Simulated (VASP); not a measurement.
# TiCo2 (Fd-3m) in VASP: vibrations by perturbation theory with LDA

Aim: the vibrations by perturbation theory of TiCo2 with LDA.

Program: VASP 6.6.1. These are calculated values, not measurements. Logs are shortened: lines on timing, memory, paths and dates and some standing lists are left out, and cuts for length are marked.

## 1. The cell of the first run

Symmetry: Fd-3m, No. 227, cubic system. The conventional cell has a = 6.445 Å, b = 6.445 Å, c = 6.445 Å, α = 90.00°, β = 90.00°, γ = 90.00°. Ti (site symmetry -43m) has 12 Co at 2.67 Å and 4 Ti at 2.79 Å within 3.5 Å. Co (site symmetry -3m) has 6 Co at 2.28 Å and 6 Ti at 2.67 Å within 3.0 Å.

## 2. Vibrations by perturbation theory, LDA

Input file INCAR:

```
PREC = Accurate
ENCUT = 520
EDIFF = 1E-8
ISMEAR = -1
SIGMA = 0.15
LREAL = False
LASPH = True
NELM = 60
ALGO = Normal
ISIF = 2
LWAVE = False
LCHARG = False
IBRION = 8
NSW = 1
```

Input file KPOINTS:

```
regular mesh
0
Gamma
  10 10 10
```

Input file POSCAR:

```
TiCo2
1.0
    0.0000000000      3.2223826638      3.2223826638
    3.2223826638      0.0000000000      3.2223826638
    3.2223826638      3.2223826638      0.0000000000
Ti Co
2 4
Direct
    0.5000000000      0.5000000000      0.5000000000
    0.7500000000      0.7500000000      0.7500000000
    0.1250000000      0.1250000000      0.1250000000
    0.6250000000      0.1250000000      0.1250000000
    0.1250000000      0.1250000000      0.6250000000
    0.1250000000      0.6250000000      0.1250000000
```

Potentials or basis: VASP PAW LDA potentials, release 64 (Ti_sv, Co).

On the command line:

```
$ cat potpaw_LDA.64/Ti_sv/POTCAR potpaw_LDA.64/Co/POTCAR > POTCAR
$ mpirun -np 1 vasp_std > vasp.out
```

OUTCAR:

```text
PREC = Accurate
   ENCUT = 520
   EDIFF = 1E-8
   ISMEAR = -1
   LREAL = False
   LASPH = True
   NELM = 60
   ISIF = 2
   IBRION = 8
   NSW = 1

 ion  position               nearest neighbor table
   1  0.500  0.500  0.500-   3 2.67   5 2.67   6 2.67   3 2.67   4 2.67   5 2.67   3 2.67   4 2.67
                             6 2.67   4 2.67   5 2.67   6 2.67   2 2.79   2 2.79   2 2.79   2 2.79
   2  0.750  0.750  0.750-   4 2.67   5 2.67   6 2.67   3 2.67   4 2.67   6 2.67   3 2.67   4 2.67
                             5 2.67   3 2.67   5 2.67   6 2.67   1 2.79   1 2.79   1 2.79   1 2.79
   3  0.125  0.125  0.125-   4 2.28   5 2.28   6 2.28   5 2.28   6 2.28   4 2.28   1 2.67   2 2.67
                             1 2.67   2 2.67   1 2.67   2 2.67
   4  0.625  0.125  0.125-   3 2.28   5 2.28   6 2.28   3 2.28   5 2.28   6 2.28   2 2.67   1 2.67
                             1 2.67   2 2.67   2 2.67   1 2.67
   5  0.125  0.125  0.625-   3 2.28   3 2.28   4 2.28   6 2.28   6 2.28   4 2.28   1 2.67   2 2.67
                             1 2.67   2 2.67   1 2.67   2 2.67
   6  0.125  0.625  0.125-   3 2.28   5 2.28   3 2.28   4 2.28   5 2.28   4 2.28   2 2.67   1 2.67
                             2 2.67   2 2.67   1 2.67   1 2.67

  LATTYP: Found a face centered cubic cell.
 ALAT       =     6.4447653276

  Lattice vectors:

 A1 = (   0.0000000000,   3.2223826638,   3.2223826638)
 A2 = (   3.2223826638,   0.0000000000,   3.2223826638)
 A3 = (   3.2223826638,   3.2223826638,   0.0000000000)

Analysis of symmetry for initial positions (statically):
=====================================================================
 Subroutine PRICEL returns:
 Original cell was already a primitive cell.

 Routine SETGRP: Setting up the symmetry group for a
 face centered cubic supercell.

 Subroutine GETGRP returns: Found 48 space group operations
 (whereof 24 operations were pure point group operations)
 out of a pool of 48 trial point group operations.

The static configuration has the point symmetry T_d .
 The point group associated with its full space group is O_h .

Analysis of symmetry for dynamics (positions and initial velocities):
=====================================================================
 Subroutine PRICEL returns:
 Original cell was already a primitive cell.

 Routine SETGRP: Setting up the symmetry group for a
 face centered cubic supercell.

 Subroutine GETGRP returns: Found 48 space group operations
 (whereof 24 operations were pure point group operations)
 out of a pool of 48 trial point group operations.

The dynamic configuration has the point symmetry T_d .
 The point group associated with its full space group is O_h .

 Subroutine INISYM returns: Found 48 space group operations
 (whereof 24 operations are pure point group operations),
 and found     1 'primitive' translations

----------------------------------------------------------------------------------------

                                     Primitive cell

  volume of cell :      66.9208

  direct lattice vectors                    reciprocal lattice vectors
     0.000000000  3.222382664  3.222382664    -0.155164688  0.155164688  0.155164688
     3.222382664  0.000000000  3.222382664     0.155164688 -0.155164688  0.155164688
     3.222382664  3.222382664  0.000000000     0.155164688  0.155164688 -0.155164688

[... 137 lines left out ...]
  free energy    TOTEN  =       -52.36090609 eV

  energy without entropy =      -51.79029792  energy(sigma->0) =      -52.07560201

 E-fermi :  11.2174     XC(G=0): -13.7595

 val. band max:       11.2154702750   @ k =   0.5000   0.5000   0.0000
 cond. band min:      11.2191166614   @ k =   0.5000   0.4000   0.1000
 fundamental gap:      0.0036463863
 Fermi energy:        11.2174078896

 k-point     1 :       0.0000    0.0000    0.0000
  band No.  band energies     occupation
      1     -45.0302      2.00000
      2     -44.8914      2.00000
      3     -21.7595      2.00000
      4     -21.7595      2.00000
      5     -21.7595      2.00000
      6     -21.4843      2.00000
[... 925 lines left out ...]
     35      12.4270      0.00063
     36      13.0139      0.00001

 [... further k-points ...]
[... 5 lines left out ...]
  --------------------------------------------------------------------------------------
  -------------------------------------------------------------------------------------
  Total        2.2622701      2.2622701      2.2622701      0.0000000      0.0000000      0.0000000
  in kB       54.1618779     54.1618779     54.1618779      0.0000000      0.0000000      0.0000000
  external PRESSURE =      54.1618779 kB  Pullay stress =       0.0000000 kB

 VOLUME and BASIS-vectors are now :
 -----------------------------------------------------------------------------
  energy-cutoff  :      520.00
  volume of cell :       66.92
      direct lattice vectors                 reciprocal lattice vectors
     0.000000000  3.222382664  3.222382664    -0.155164688  0.155164688  0.155164688
     3.222382664  0.000000000  3.222382664     0.155164688 -0.155164688  0.155164688
     3.222382664  3.222382664  0.000000000     0.155164688  0.155164688 -0.155164688

 POSITION                                       TOTAL-FORCE (eV/Angst)
 -----------------------------------------------------------------------------------
      3.22238      3.22238      3.22238         0.000000      0.000000      0.000000
      4.83357      4.83357      4.83357        -0.000000     -0.000000     -0.000000
      0.80560      0.80560      0.80560         0.000000     -0.000000      0.000000
      0.80560      2.41679      2.41679         0.000000     -0.000000      0.000000
      2.41679      2.41679      0.80560         0.000000     -0.000000     -0.000000
      2.41679      0.80560      2.41679         0.000000     -0.000000     -0.000000
 -----------------------------------------------------------------------------------
    total drift:                                0.000000      0.000000      0.000000

  FREE ENERGIE OF THE ION-ELECTRON SYSTEM (eV)
  ---------------------------------------------------
  free  energy   TOTEN  =       -52.3609060932 eV

  energy  without entropy=      -51.7902979212  energy(sigma->0) =      -52.07560201

[... ionic steps 2 to 9 ...]

--------------------------------------- Ionic step       10  -------------------------------------------

 Free energy of the ion-electron system (eV)
  ---------------------------------------------------
  ---------------------------------------------------
  free energy    TOTEN  =        -0.17165625 eV

  energy without entropy =       -0.17165619

------------------------ aborting loop because EDIFF is reached ----------------------------------------

 INTERNAL STRAIN TENSOR  FOR ION    3  DIRECTION 1   (eV/Angst):
 -----------------------------------------------------------------------------
    -0.00206  0.00163  0.00163
     0.00165  0.00995  0.00797
     0.00165  0.00797  0.00995

 INTERNAL STRAIN TENSOR FOR ION    6 for displacements in x,y,z  (eV/Angst):
          X           Y           Z          XY          YZ          ZX
  --------------------------------------------------------------------------------
  x     0.00000     0.00000     0.00000     0.00000     0.00000     0.00000
  y    -0.00000    -0.00000    -0.00000     0.00000    -0.00000     0.00000
  z     0.00000     0.00000     0.00000     0.00000     0.00000    -0.00000

 SECOND DERIVATIVES (NOT SYMMETRIZED)
 ------------------------------------
               1X          1Y          1Z          2X          2Y          2Z          3X          3Y          3Z          4X          4Y          4Z          5X          5Y          5Z          6X          6Y          6Z
  1X    -7.721925    0.000000    0.000000    3.525701    0.000000    0.000000    1.049056   -0.631588   -0.631588    1.049056    0.631588    0.631588    1.049056   -0.631588    0.631588    1.049056    0.631588   -0.631588
  1Y     0.000000   -7.721925    0.000000    0.000000    3.525701    0.000000   -0.631588    1.049056   -0.631588    0.631588    1.049056   -0.631588   -0.631588    1.049056    0.631588    0.631588    1.049056    0.631588
  1Z     0.000000    0.000000   -7.721925    0.000000    0.000000    3.525701   -0.631588   -0.631588    1.049056    0.631588   -0.631588    1.049056    0.631588    0.631588    1.049056   -0.631588    0.631588    1.049056
  2X     3.525701    0.000000    0.000000   -7.721925    0.000000    0.000000    1.049056   -0.631588   -0.631588    1.049056    0.631588    0.631588    1.049056   -0.631588    0.631588    1.049056    0.631588   -0.631588
  2Y     0.000000    3.525701    0.000000    0.000000   -7.721925    0.000000   -0.631588    1.049056   -0.631588    0.631588    1.049056   -0.631588   -0.631588    1.049056    0.631588    0.631588    1.049056    0.631588
  2Z     0.000000    0.000000    3.525701    0.000000    0.000000   -7.721925   -0.631588   -0.631588    1.049056    0.631588   -0.631588    1.049056    0.631588    0.631588    1.049056   -0.631588    0.631588    1.049056
  3X     1.041712   -0.628860   -0.628860    1.041712   -0.628860   -0.628860  -11.059917   -4.536362   -4.536362   -0.007432   -0.420897   -0.420897    4.491963    5.794285    0.420695    4.491963    0.420695    5.794285
  3Y    -0.628860    1.041712   -0.628860   -0.628860    1.041712   -0.628860   -4.536362  -11.059917   -4.536362    0.420695    4.491963    5.794285    5.794285    4.491963    0.420695   -0.420897   -0.007432   -0.420897
  3Z    -0.628860   -0.628860    1.041712   -0.628860   -0.628860    1.041712   -4.536362   -4.536362  -11.059917    0.420695    5.794285    4.491963   -0.420897   -0.420897   -0.007432    5.794285    0.420695    4.491963
  4X     1.041712    0.628860    0.628860    1.041712    0.628860    0.628860   -0.007432    0.420897    0.420897  -11.059917    4.536362    4.536362    4.491963   -0.420695   -5.794285    4.491963   -5.794285   -0.420695
  4Y     0.628860    1.041712   -0.628860    0.628860    1.041712   -0.628860   -0.420695    4.491963    5.794285    4.536362  -11.059917   -4.536362    0.420897   -0.007432   -0.420897   -5.794285    4.491963    0.420695
  4Z     0.628860   -0.628860    1.041712    0.628860   -0.628860    1.041712   -0.420695    5.794285    4.491963    4.536362   -4.536362  -11.059917   -5.794285    0.420695    4.491963    0.420897   -0.420897   -0.007432
  5X     1.041712   -0.628860    0.628860    1.041712   -0.628860    0.628860    4.491963    5.794285   -0.420695    4.491963    0.420695   -5.794285  -11.059917   -4.536362    4.536362   -0.007432   -0.420897    0.420897
  5Y    -0.628860    1.041712    0.628860   -0.628860    1.041712    0.628860    5.794285    4.491963   -0.420695   -0.420897   -0.007432    0.420897   -4.536362  -11.059917    4.536362    0.420695    4.491963   -5.794285
  5Z     0.628860    0.628860    1.041712    0.628860    0.628860    1.041712    0.420897    0.420897   -0.007432   -5.794285   -0.420695    4.491963    4.536362    4.536362  -11.059917   -0.420695   -5.794285    4.491963
  6X     1.041712    0.628860   -0.628860    1.041712    0.628860   -0.628860    4.491963   -0.420695    5.794285    4.491963   -5.794285    0.420695   -0.007432    0.420897   -0.420897  -11.059917    4.536362   -4.536362
  6Y     0.628860    1.041712    0.628860    0.628860    1.041712    0.628860    0.420897   -0.007432    0.420897   -5.794285    4.491963   -0.420695   -0.420695    4.491963   -5.794285    4.536362  -11.059917    4.536362
  6Z    -0.628860    0.628860    1.041712   -0.628860    0.628860    1.041712    5.794285   -0.420695    4.491963   -0.420897    0.420897   -0.007432    0.420695   -5.794285    4.491963   -4.536362    4.536362  -11.059917

 Eigenvectors and eigenvalues of the dynamical matrix
 ----------------------------------------------------

   1 f  =   12.722349 THz    79.936874 2PiTHz  424.371870 cm-1    52.615382 meV
             X         Y         Z           dx          dy          dz
      3.222383  3.222383  3.222383    -0.000000    0.000000   -0.000000
      4.833574  4.833574  4.833574    -0.000000    0.000000   -0.000000
      0.805596  0.805596  0.805596    -0.288675   -0.288675   -0.288675
      0.805596  2.416787  2.416787    -0.288675    0.288675    0.288675
      2.416787  2.416787  0.805596     0.288675    0.288675   -0.288675
      2.416787  0.805596  2.416787     0.288675   -0.288675    0.288675
[... 145 lines left out ...]
  18 f/i=    0.704720 THz     4.427889 2PiTHz   23.506946 cm-1     2.914488 meV
             X         Y         Z           dx          dy          dz
      3.222383  3.222383  3.222383     0.000000   -0.000000   -0.000000
      4.833574  4.833574  4.833574     0.000000   -0.000000   -0.000000
      0.805596  0.805596  0.805596    -0.248784    0.241526    0.007258
      0.805596  2.416787  2.416787     0.248784   -0.251117    0.499901
      2.416787  2.416787  0.805596    -0.258375    0.251117   -0.007258
      2.416787  0.805596  2.416787     0.258375   -0.241526   -0.499901

--------------------------------------------------------------------------------------------------------

 ELASTIC MODULI CONTR FROM IONIC RELAXATION (kBar)
 Direction    XX          YY          ZZ          XY          YZ          ZX
 --------------------------------------------------------------------------------
 XX          -0.0000     -0.0000     -0.0000      0.0000      0.0000      0.0000
 YY          -0.0000     -0.0000     -0.0000      0.0000      0.0000     -0.0000
 ZZ          -0.0000     -0.0000     -0.0000     -0.0000      0.0000      0.0000
 XY           0.0000      0.0000      0.0000    -26.7488     -0.0000      0.0000
 YZ           0.0000      0.0000      0.0000     -0.0000    -26.7488     -0.0000
 ZX           0.0000     -0.0000      0.0000      0.0000     -0.0000    -26.7488
 --------------------------------------------------------------------------------
```

Wall time 1.7 h (1 thread of Oxide Virtual Turin-like, shared host); peak memory 1.2 GiB.

Results:

| Quantity | Value |
| --- | --- |
| Highest phonon frequency at Γ | 424 cm⁻¹ |
| Most unstable mode | 24i cm⁻¹ |

Phonon frequencies in cm⁻¹ (negative: imaginary):
```
              q point                                                        frequencies
(0.000, 0.000, 0.000)  -24 -24 -24 0 0 0 174 174 174 221 221 253 253 253 325 325 325 424
```

Caveat: the cell stands under pressure or tension, which shifts response properties; some modes are imaginary; the run has no spin polarisation, though such a crystal can be magnetic. Spin polarisation is off, so any magnetic state and its effect on volume and gap are missing.
